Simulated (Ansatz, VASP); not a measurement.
## TeO: VASP beside Ansatz

Contents of INCAR:

```
SYSTEM = TeO
  PREC = Accurate
  ENCUT = 600
  EDIFF = 1E-7
  ISMEAR = 0
  SIGMA = 0.1
  LREAL = .FALSE.
  LASPH = .TRUE.
  NELM = 120
  ALGO = Normal
  ISIF = 3
  LWAVE = .FALSE.
  LCHARG = .FALSE.
  GGA = PE
  IBRION = 2
  NSW = 100
  EDIFFG = -0.01
  GGA_COMPAT = .FALSE.
  NELMIN = 4
```

File KPOINTS:

```
Automatic mesh
0
G
  15 15 8
  0 0 0
```

POSCAR

```
TeO
1.0
    3.8826044500      0.0000000000      0.0000000000
   -1.9413022200      3.3624340900      0.0000000000
    0.0000000000      0.0000000000      5.5465782200
Te O
2 2
Direct
    0.0000000000      0.0000000000      0.0000000000
    0.0000000000      0.0000000000      0.5000000000
    0.3333333300      0.6666666700      0.2500000000
    0.6666666700      0.3333333300      0.7500000000
```

Input for Ansatz:

```yaml
crystal:
  lattice:
    - [3.88260445, 0.0, 0.0]
    - [-1.94130222, 3.36243409, 0.0]
    - [0.0, 0.0, 5.54657822]
  atoms:
    - { symbol: Te, position: [0.0, 0.0, 0.0] }
    - { symbol: Te, position: [0.0, 0.0, 0.5] }
    - { symbol: O, position: [0.33333333, 0.66666667, 0.25] }
    - { symbol: O, position: [0.66666667, 0.33333333, 0.75] }
basis:
  ecutwfc: 420
kpoints:
  mp_grid: { grid: [15, 15, 8] }
hamiltonian:
  xc: pbe
scf:
  occupations: { method: gaussian, width: 0.1 }
output:
  forces: true
  stress: true
  eigenvalues: true
relax:
  adjacent_minimum: "off"
  f_tol: 0.01
  max_steps: 80
  cell: { stress_tol: 0.05 }
```

Change from the starting cell: species swapped into the NiAs type (P6_3/mmc, No. 194).

Alike in both runs: task relaxation of cell and atoms; functional PBE; k mesh 15 × 15 × 8; occupations gaussian, width 0.1 eV; no spin polarisation.

```csv
,VASP,Ansatz
version,VASP 6.6.1,Ansatz 0.2.0
potentials or method,"VASP PAW PBE potentials, release 64 (Te, O), cutoff 600 eV","scalar-relativistic, plane waves, PAW"
valence electrons in the cell,24,44
```

|  | VASP | Ansatz | Ansatz less VASP |
| --- | --- | --- | --- |
| gap on the k mesh at the Fermi level, each at its own relaxed structure (eV) | none | none | - |
| relaxed volume (Å³/atom) | 18.08 | 18.15 | +0.072 |
| relaxed cell length with the largest relative difference (Å) | 3.771 | 3.778 | +0.0070 |

A gap of «none» marks a metal or a gap that the smearing closes. VASP's potentials hold 24 valence electrons a cell and Ansatz's 44, so a difference there can come from the potentials and not from the codes.

Neither program's run includes spin-orbit coupling.
